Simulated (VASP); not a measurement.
TiRh:

```
Ti Rh
1.0
     3.11520    0.00000    0.00000
     0.00000    3.11520    0.00000
     0.00000    0.00000    3.11520
Ti Rh
1 1
Direct
  0.50000 0.50000 0.50000
  0.00000 0.00000 0.00000
```

| Property | Result |
| --- | --- |
| Program | VASP 6.6.1 |
| Task | relaxation of cell and atoms |
| Functional | LDA |
| Potentials or basis | VASP PAW LDA potentials, release 64 (Ti_sv, Rh_pv) |
| Cutoff | 600 eV |
| k mesh | 7 × 7 × 7 |
| Occupations | gaussian, width 0.05 eV |
| Spin | no spin polarisation |

At the start: pressure -13.2 GPa; volume 15.12 Å³/atom.

Question: How do energy, volume and symmetry change on relaxing?

Answer: Over 4 steps the energy falls by 45.7 meV/atom and the volume is 14.08 Å³/atom (-6.8 %); space group Pm-3m (No. 221, to 0.05 Å).

The path:
```tsv
step	energy change (eV)	largest force (eV/Å)	pressure (GPa)	volume (Å³)
1	0.0000	0.0000	-13.24	30.23
2	0.1921	0.0000	32.96	25.09
3	-0.0912	0.0000	-0.53	28.23
4	-0.0913	0.0000	-0.10	28.17
```

Final structure:
```cif
data_structure
_symmetry_space_group_name_H-M 'P 1'
_symmetry_Int_Tables_number 1
_cell_length_a 3.0427
_cell_length_b 3.0427
_cell_length_c 3.0427
_cell_angle_alpha 90.000
_cell_angle_beta 90.000
_cell_angle_gamma 90.000
_cell_volume 28.17
loop_
_atom_site_label
_atom_site_type_symbol
_atom_site_fract_x
_atom_site_fract_y
_atom_site_fract_z
_atom_site_occupancy
Ti1 Ti 0.50000 0.50000 0.50000 1
Rh1 Rh 0.00000 0.00000 0.00000 1
```
